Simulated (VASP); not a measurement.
Na, 2 atoms in the cell. Symmetry: P6_3/mmc, No. 194, hexagonal system. The conventional cell has a = 3.524 Å, b = 3.524 Å, c = 5.898 Å, α = 90.00°, β = 90.00°, γ = 120.00°. Within 4.6 Å of Na (site symmetry -6m2) lie 12 Na at 3.52 to 3.58 Å. This isn't the form of Na at room conditions, which is bcc.

* Program: VASP 6.6.1
* Task: single point
* Functional: LDA
* Potentials or basis: VASP PAW LDA potentials, release 64 (Na_pv)
* Cutoff: 520 eV
* k mesh: 15 × 15 × 8
* Occupations: gaussian, width 0.15 eV
* Spin: no spin polarisation
* Dipole correction: no
* Further INCAR settings: ALGO = Normal; EDIFF = 1e-06; NBANDS = 14

Potentials or basis: VASP PAW LDA potentials, release 64 (Na_pv).

Launch:

```sh
$ cat potpaw_LDA.64/Na_pv/POTCAR > POTCAR
$ mpirun -np 1 vasp_std > vasp.out
```

Hardware: 1 thread of Oxide Virtual Turin-like Processor, on a shared host.

Q: Estimate the wall time of this run.

A: Wall time 86 s on 1 thread of Oxide Virtual Turin-like Processor (shared host), peak memory 0.18 GiB. Counts: scf iterations 9, k points 135.
